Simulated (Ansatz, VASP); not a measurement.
N: VASP beside Ansatz

```
CELL_PARAMETERS angstrom
12.00000 0.00000 0.00000
0.00000 12.00000 0.00000
0.00000 0.00000 12.00000
ATOMIC_POSITIONS crystal
N 0.50000 0.50000 0.45425
N 0.50000 0.50000 0.54575
```

Alike in both runs: task single point; functional PBE; k mesh 1 × 1 × 1; no spin polarisation.

|  | VASP | Ansatz |
| --- | --- | --- |
| version | VASP 6.6.1 | Ansatz 0.2.0 |
| potentials or method | VASP PAW PBE potentials, release 64 (N) | scalar-relativistic, plane waves, PAW |
| plane-wave cutoff (eV) | 520 | 420 |
| occupations | gaussian, width 0.01 eV | fixed |
| valence electrons in the cell | 10 | 10 |

VASP gave:

| Quantity | Value |
| --- | --- |
| gap on the k mesh at the Fermi level (eV) | 8.25 |
| rms of the force components (eV/Å) | 1.404 |

Q: What did Ansatz give for the same quantities?

A: gap on the k mesh at the Fermi level (eV): 8.29; rms of the force components (eV/Å): 0.342.

Atom by atom the forces differ by 1.062 eV/Å (rms over components). One of these differences is far larger than is usual between the two programs; its cause wasn't traced. Ansatz's warnings: xc potential rough in thin density.

Noted on VASP's run: the standard files for N, O and F lose accuracy on very short bonds.
